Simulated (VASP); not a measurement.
# Ti (P6_3/mmc) in VASP: further runs

The runs below take Ti through single point, with PBE.

Program: VASP 6.6.1. These are calculated values, not measurements. Logs are shortened: lines on timing, memory, paths and dates and some standing lists are left out, and cuts for length are marked.

## Step 1: The cell of the first run

Symmetry: P6_3/mmc, No. 194, hexagonal system. Conventional cell: a = 2.861 Å, b = 2.861 Å, c = 4.545 Å, α = 90.00°, β = 90.00°, γ = 120.00°. Ti (site symmetry -6m2) has 12 Ti at 2.81 to 2.86 Å within 3.7 Å.

## Step 2: Single point, PBE (strain -0.030 along x and y, -0.030 along z)

INCAR reads:

```
SYSTEM = Ti
PREC = Accurate ; ENCUT = 520
EDIFF = 1E-6 ; ISMEAR = 0
SIGMA = 0.15 ; LREAL = .False.
LASPH = .True. ; NELM = 80
ALGO = Fast ; ISIF = 2
LWAVE = .False. ; LCHARG = .True.
GGA = PE ; LELF = .True.
LVHAR = .True. ; NBANDS = 19
```

KPOINTS reads:

```
regular mesh
0
Gamma
  18 18 10
  0 0 0
```

POSCAR reads:

```
Ti
1.0
    2.8614979246      0.0000000000      0.0000000000
   -1.4307489623      2.4781298956      0.0000000000
    0.0000000000      0.0000000000      4.5454200000
Ti
2
Direct
    0.3333333333      0.6666666667      0.2500000000
    0.6666666667      0.3333333333      0.7500000000
```

Potentials or basis: VASP PAW PBE potentials, release 64 (Ti_sv).

Started as:

```sh
$ cat potpaw_PBE.64/Ti_sv/POTCAR > POTCAR
$ mpirun -np 1 vasp_std > vasp.out
```

OUTCAR:

```text
SYSTEM = Ti
   PREC = Accurate
   ENCUT = 520
   EDIFF = 1E-6
   ISMEAR = 0
   LREAL = .False.
   LASPH = .True.
   NELM = 80
   ISIF = 2
   GGA = PE

 ion  position               nearest neighbor table
   1  0.333  0.667  0.250-   2 2.81   2 2.81   2 2.81   2 2.81   2 2.81   2 2.81
   2  0.667  0.333  0.750-   1 2.81   1 2.81   1 2.81   1 2.81   1 2.81   1 2.81

  LATTYP: Found a hexagonal cell.
 ALAT       =     2.8614979246
 C/A-ratio  =     1.5884757284

  Lattice vectors:

 A1 = (   2.8614979246,   0.0000000000,   0.0000000000)
 A2 = (  -1.4307489623,   2.4781298956,   0.0000000000)
 A3 = (   0.0000000000,   0.0000000000,   4.5454200000)

Analysis of symmetry for initial positions (statically):
=====================================================================
 Subroutine PRICEL returns:
 Original cell was already a primitive cell.

 Routine SETGRP: Setting up the symmetry group for a
 hexagonal supercell.

 Subroutine GETGRP returns: Found 24 space group operations
 (whereof 12 operations were pure point group operations)
 out of a pool of 24 trial point group operations.

The static configuration has the point symmetry D_3d.
 The point group associated with its full space group is D_6h.

Analysis of symmetry for dynamics (positions and initial velocities):
=====================================================================
 Subroutine PRICEL returns:
 Original cell was already a primitive cell.

 Routine SETGRP: Setting up the symmetry group for a
 hexagonal supercell.

 Subroutine GETGRP returns: Found 24 space group operations
 (whereof 12 operations were pure point group operations)
 out of a pool of 24 trial point group operations.

The dynamic configuration has the point symmetry D_3d.
 The point group associated with its full space group is D_6h.

 Subroutine INISYM returns: Found 24 space group operations
 (whereof 12 operations are pure point group operations),
 and found     1 'primitive' translations

----------------------------------------------------------------------------------------

                                     Primitive cell

  volume of cell :      32.2323

  direct lattice vectors                    reciprocal lattice vectors
     2.861497925  0.000000000  0.000000000     0.349467316  0.201765049  0.000000000
    -1.430748962  2.478129896  0.000000000     0.000000000  0.403530098  0.000000000
     0.000000000  0.000000000  4.545420000     0.000000000  0.000000000  0.220001672

  length of vectors
     2.861497925  2.861497925  4.545420000     0.403530098  0.403530098  0.220001672

  position of ions in fractional coordinates (direct lattice)
     0.333333333  0.666666667  0.250000000
     0.666666667  0.333333333  0.750000000

  ion indices of the primitive-cell ions
   primitive index   ion index
                 1           1
                 2           2

----------------------------------------------------------------------------------------

 KPOINTS: regular mesh

Automatic generation of k-mesh.
 Grid dimensions read from file:
 generate k-points for:   18   18   10

 Generating k-lattice:

  Cartesian coordinates                     Fractional coordinates (reciprocal lattice)
     0.019414851  0.011209169  0.000000000     0.055555556  0.000000000  0.000000000
     0.000000000  0.022418339  0.000000000     0.000000000  0.055555556  0.000000000
     0.000000000  0.000000000  0.022000167     0.000000000  0.000000000  0.100000000

  Length of vectors
     0.022418339  0.022418339  0.022000167

  Shift w.r.t. Gamma in fractional coordinates (k-lattice)
     0.000000000  0.000000000  0.000000000

 Subroutine IBZKPT returns following result:
 ===========================================

 Found    222 irreducible k-points:

 Following reciprocal coordinates:
            Coordinates               Weight
  0.000000  0.000000  0.000000      1.000000
  0.055556 -0.000000  0.000000      6.000000
  0.111111 -0.000000  0.000000      6.000000
  0.166667  0.000000  0.000000      6.000000
  0.222222  0.000000  0.000000      6.000000
  0.277778 -0.000000  0.000000      6.000000
[... 16 lines left out ...]
  0.333333  0.111111  0.000000     12.000000
  0.388889  0.111111  0.000000     12.000000
 [... further k-points ...]
   k-points           NKPTS =    222   k-points in BZ     NKDIM =    222   number of bands    NBANDS=     19
   number of dos      NEDOS =    301   number of ions     NIONS =      2
   total plane-waves  NPLWV =  20736
   dimension x,y,z NGX =    24 NGY =   24 NGZ =   36
   dimension x,y,z NGXF=    48 NGYF=   48 NGZF=   72
   ions per type =               2
   NGX,Y,Z   is equivalent  to a cutoff of  13.94, 13.94, 13.17 a.u.
   NGXF,Y,Z  is equivalent  to a cutoff of  27.89, 27.89, 26.33 a.u.
 SYSTEM =  Ti
   PREC   = accura    normal or accurate (medium, high low for compatibility)
   ISTART =      0    job   : 0-new  1-cont  2-samecut
   ICHARG =      2    charge: 1-file 2-atom 10-const
   ISPIN  =      1    spin polarized calculation?
   LNONCOLLINEAR =      F non collinear calculations
   LSORBIT =      F    spin-orbit coupling
   LASPH  =      T    aspherical Exc in radial PAW
   ENCUT  =  520.0 eV  38.22 Ry    6.18 a.u.   5.32  5.32  8.45*2*pi/ulx,y,z
   NELM   =     80;   NELMIN=  2; NELMDL= -5     # of ELM steps
   EDIFF  = 0.1E-05   stopping-criterion for ELM
   LREAL  =      F    real-space projection
   EDIFFG = 0.1E-04   stopping-criterion for IOM
   NSW    =      0    number of steps for IOM
   IBRION =     -1    ionic relax: 0-MD 1-quasi-New 2-CG
   NFREE  =      0    steps in history (QN), initial steepest desc. (CG)
   ISIF   =      2    stress and relaxation
   ISYM   =      2    0-nonsym 1-usesym 2-fastsym
   POTIM  = 0.5000    time-step for ionic-motion
   TEBEG  =    0.0;   TEEND  =   0.0 temperature during run
   PSTRESS=    0.0 pullay stress
   NELECT =      24.0000    total number of electrons
   NUPDOWN=      -1.0000    fix difference up-down
   EMIN   =  10.00;   EMAX   =-10.00  energy-range for DOS
   EFERMI =   0.00;   METHOD = LEGACY
   ISMEAR =     0;   SIGMA  =   0.15  broadening in eV -4-tet -1-fermi 0-gaus
   EFERMI_NEDOS =   21; number of points for ismear=-14 and -15
   IALGO  =     68    algorithm
   IMIX   =      4    mixing-type and parameters
     AMIX     =   0.40;   BMIX     =  1.00
     AMIX_MAG =   1.60;   BMIX_MAG =  1.00
  volume/ion in A,a.u.               =      16.12       108.76
  Fermi-wavevector in a.u.,A,eV,Ry     =   1.483821  2.804014 29.956269  2.201724
  Thomas-Fermi vector in A             =   2.597434
   LORBIT       =      0    0 simple, 1 ext, 2 COOP (PROOUT), +10 PAW based schemes
   GGA     = PE    functional components
   LHFCALC =     F    Hartree Fock is set to
   AEXX    =    0.0000 exact exchange contribution
   IVDW    =     0    specifies the selected vdW correction
   LEPSILON=     F    determine dielectric tensor
   LRPA    =     F    only Hartree local field effects (RPA)
 non-spin polarized calculation
 RMM-DIIS sequential band-by-band and
 Gauss-broadening in eV      SIGMA  =   0.15
  energy-cutoff  :      520.00
  volume of cell :       32.23
 maximum number of plane-waves:       888
 NGX is ok and might be reduce to    24
   NGX = 11   NGY = 11   NGZ = 17

 number of electron      24.0000005 magnetization

 Free energy of the ion-electron system (eV)
  ---------------------------------------------------
  ext. energy  EPLUGINS =         0.00000000
  ---------------------------------------------------
  free energy    TOTEN  =       -15.61420098 eV

  energy without entropy =      -15.59242532  energy(sigma->0) =      -15.60331315

 E-fermi :   9.1526     XC(G=0): -11.8549

 val. band max:        9.1484438560   @ k =   0.3333   0.1667   0.4000
 cond. band min:       9.1536073428   @ k =   0.0556  -0.0000   0.5000
 fundamental gap:      0.0051634868
 Fermi energy:         9.1525667591

 k-point     1 :       0.0000    0.0000    0.0000
  band No.  band energies     occupation
      1     -47.5867      2.00000
      2     -47.4040      2.00000
      3     -24.2623      2.00000
      4     -23.4576      2.00000
      5     -23.4576      2.00000
      6     -23.3680      2.00000
[... 11 lines left out ...]
     18      10.9276      0.00000
     19      12.6028      0.00000

 k-point     2 :       0.0556   -0.0000    0.0000
  band No.  band energies     occupation
      1     -47.5826      2.00000
      2     -47.4024      2.00000
      3     -24.2537      2.00000
      4     -23.4758      2.00000
      5     -23.4637      2.00000
      6     -23.3715      2.00000
[... 11 lines left out ...]
     18      10.8722      0.00000
     19      12.6333      0.00000

 k-point     3 :       0.1111   -0.0000    0.0000
  band No.  band energies     occupation
      1     -47.5706      2.00000
      2     -47.3976      2.00000
      3     -24.2282      2.00000
      4     -23.5281      2.00000
      5     -23.4807      2.00000
      6     -23.4067      2.00000
[... 11 lines left out ...]
     18      10.7582      0.00000
     19      12.7093      0.00000

 k-point     4 :       0.1667    0.0000    0.0000
  band No.  band energies     occupation
      1     -47.5517      2.00000
      2     -47.3906      2.00000
      3     -24.1876      2.00000
      4     -23.6088      2.00000
      5     -23.5061      2.00000
      6     -23.4875      2.00000
[... 407 lines left out ...]
     18      12.7294      0.00000
     19      12.9329      0.00000

 k-point    23 :       0.3333    0.1111    0.0000
  band No.  band energies     occupation
      1     -47.4445      2.00000
      2     -47.3669      2.00000
      3     -23.9806      2.00000
      4     -23.9247      2.00000
      5     -23.8474      2.00000
      6     -23.6466      2.00000
[... 11 lines left out ...]
     18      12.9552      0.00000
     19      13.2699      0.00000

 k-point    24 :       0.3889    0.1111    0.0000
  band No.  band energies     occupation
      1     -47.4275      2.00000
      2     -47.3677      2.00000
      3     -24.0302      2.00000
      4     -23.8804      2.00000
      5     -23.8740      2.00000
      6     -23.6701      2.00000
[... 11 lines left out ...]
     18      12.9674      0.00000
     19      13.8112      0.00000

 [... further k-points ...]

------------------------ aborting loop because EDIFF is reached ----------------------------------------

  FORCE on cell =-STRESS in cart. coord.  units (eV):
  Direction    XX          YY          ZZ          XY          YZ          ZX
  --------------------------------------------------------------------------------------
  -------------------------------------------------------------------------------------
  Total        1.8394011      1.8394011      1.7912549      0.0000000      0.0000000      0.0000000
  in kB       91.4314271     91.4314271     89.0382183      0.0000000      0.0000000      0.0000000
  external PRESSURE =      90.6336908 kB  Pullay stress =       0.0000000 kB

 VOLUME and BASIS-vectors are now :
 -----------------------------------------------------------------------------
  energy-cutoff  :      520.00
  volume of cell :       32.23
      direct lattice vectors                 reciprocal lattice vectors
     2.861497925  0.000000000  0.000000000     0.349467316  0.201765049  0.000000000
    -1.430748962  2.478129896  0.000000000     0.000000000  0.403530098  0.000000000
     0.000000000  0.000000000  4.545420000     0.000000000  0.000000000  0.220001672

 POSITION                                       TOTAL-FORCE (eV/Angst)
 -----------------------------------------------------------------------------------
     -0.00000      1.65209      1.13636        -0.000000     -0.000000      0.000000
      1.43075      0.82604      3.40907         0.000000      0.000000      0.000000
 -----------------------------------------------------------------------------------
    total drift:                               -0.000000      0.000000     -0.000000

  FREE ENERGIE OF THE ION-ELECTRON SYSTEM (eV)
  ---------------------------------------------------
  free  energy   TOTEN  =       -15.6142009765 eV

  energy  without entropy=      -15.5924253224  energy(sigma->0) =      -15.60331315
```

Run time: 2.4 min. Hardware: 1 thread of Intel Xeon 6975P-C (Granite Rapids), shared host; peak memory 0.24 GiB.

Results:

```
Free energy            : -15.6142 eV
Pressure               : 9.1 GPa
Band gap on the k mesh : zero (band 12 reaches 9.97 eV, above the bottom of band 13 at 8.83 eV)
```

Caveat: the cell differs from its parent crystal (strain -0.030 along x and y, -0.030 along z).

## Step 3: Single point, PBE (strain -0.030 along x and y, -0.015 along z)

INCAR reads:

```
SYSTEM = Ti
PREC = Accurate
ENCUT = 520
EDIFF = 1E-6
ISMEAR = 0
SIGMA = 0.15
LREAL = .False.
LASPH = .True.
NELM = 80
ALGO = Fast
ISIF = 2
LWAVE = .False.
LCHARG = .False.
GGA = PE
NBANDS = 19
```

KPOINTS reads:

```
Automatic mesh
0
Gamma
  18 18 10
  0 0 0
```

POSCAR, as its differences from that of step 2:

```diff
@@ -4,3 +4,3 @@
    -1.4307489623      2.4781298956      0.0000000000
-    0.0000000000      0.0000000000      4.5454200000
+    0.0000000000      0.0000000000      4.6157100000
 Ti
```

Potentials or basis: VASP PAW PBE potentials, release 64 (Ti_sv).

Started as:

```sh
$ cat potpaw_PBE.64/Ti_sv/POTCAR > POTCAR
$ mpirun -np 1 vasp_std > vasp.out
```

Run time: 2.4 min. Hardware: 1 thread of Intel Xeon 6975P-C (Granite Rapids), shared host; peak memory 0.23 GiB.

Results (log left out):

```yaml
Free_energy: -15.6375 eV
Pressure: 7.1 GPa
Band_gap_on_the_k_mesh: zero (band 12 reaches 9.79 eV, above the bottom of band 13 at 8.65 eV)
```

Stress tensor (GPa, compression positive):
```
7.82 0.00 0.00
0.00 7.82 0.00
0.00 0.00 5.61
```

Levels at points of the mesh, in eV from the Fermi level:
| k point | band 10 | band 11 | band 12 | band 13 | band 14 | band 15 |
| --- | --- | --- | --- | --- | --- | --- |
| (0.00, 0.00, 0.00) | -2.84 | 0.77 | 0.82 | 0.84 | 0.84 | 1.35 |
| (0.50, 0.00, 0.00) | -2.32 | -2.02 | -0.49 | 0.59 | 0.62 | 1.20 |
| (0.00, 0.00, 0.50) | -4.45 | 0.01 | 0.01 | 0.76 | 0.76 | 0.76 |
| (0.50, 0.00, 0.50) | -2.70 | -0.92 | -0.92 | 1.52 | 1.52 | 1.91 |

Caveat: the cell differs from its parent crystal (strain -0.030 along x and y, -0.015 along z).

## Step 4: Single point, PBE (strain -0.015 along x and y, -0.030 along z)

INCAR reads:

```
SYSTEM = Ti
ALGO = Fast
EDIFF = 1E-6
ENCUT = 520
GGA = PE
ISIF = 2
ISMEAR = 0
LASPH = .True.
LCHARG = .True.
LELF = .True.
LREAL = .False.
LVHAR = .True.
LWAVE = .False.
NBANDS = 19
NELM = 100
PREC = Accurate
SIGMA = 0.15
```

KPOINTS reads:

```
k-points
0
Gamma
  18 18 10
  0 0 0
```

POSCAR reads:

```
Ti
1.0
    2.9057478925      0.0000000000      0.0000000000
   -1.4528739462      2.5164514919      0.0000000000
    0.0000000000      0.0000000000      4.5454200000
Ti
2
Direct
    0.3333333333      0.6666666667      0.2500000000
    0.6666666667      0.3333333333      0.7500000000
```

Started as:

```sh
$ cat potpaw_PBE.64/Ti_sv/POTCAR > POTCAR
$ mpirun -np 1 vasp_std > vasp.out
```

Run time: 2.5 min. Hardware: 1 thread of Intel Xeon 6975P-C (Granite Rapids), shared host; peak memory 0.24 GiB.

The run converged. Its results:

| Item | Value |
| --- | --- |
| Free energy | -15.6586 eV |
| Pressure | 5.1 GPa |
| Band gap on the k mesh | zero (band 12 reaches 9.62 eV, above the bottom of band 13 at 8.49 eV) |

Stress tensor (GPa, compression positive):
```
4.56 0.00 0.00
0.00 4.56 0.00
0.00 0.00 6.09
```

Levels at points of the mesh, in eV from the Fermi level:
```tsv
k point	band 10	band 11	band 12	band 13	band 14	band 15
(0.00, 0.00, 0.00)	-2.80	0.78	0.78	1.00	1.01	1.33
(0.50, 0.00, 0.00)	-2.30	-1.95	-0.63	0.42	0.72	1.29
(0.00, 0.00, 0.50)	-4.37	0.13	0.13	0.66	0.66	0.66
(0.50, 0.00, 0.50)	-2.66	-0.85	-0.85	1.43	1.43	1.77
```

Caveat: the cell differs from its parent crystal (strain -0.015 along x and y, -0.030 along z).

## Step 5: The runs side by side

| cell | gap on the mesh (eV) | pressure (GPa) |
| --- | --- | --- |
| a = 2.861, b = 2.861, c = 4.545 Å, angles 90.0, 90.0, 120.0°, 2 atoms | none | 9.1 |
| a = 2.861, b = 2.861, c = 4.616 Å, angles 90.0, 90.0, 120.0°, 2 atoms | none | 7.1 |
| a = 2.906, b = 2.906, c = 4.545 Å, angles 90.0, 90.0, 120.0°, 2 atoms | none | 5.1 |

Alike in all rows: task single point; level PBE; potentials or basis VASP PAW PBE potentials, release 64 (Ti_sv); no spin polarisation; k mesh 18 × 18 × 10; cutoff (eV) 520; smearing gaussian 0.15 eV.

Total energies depend on the potentials used, so only differences within one code and one set of settings carry meaning.
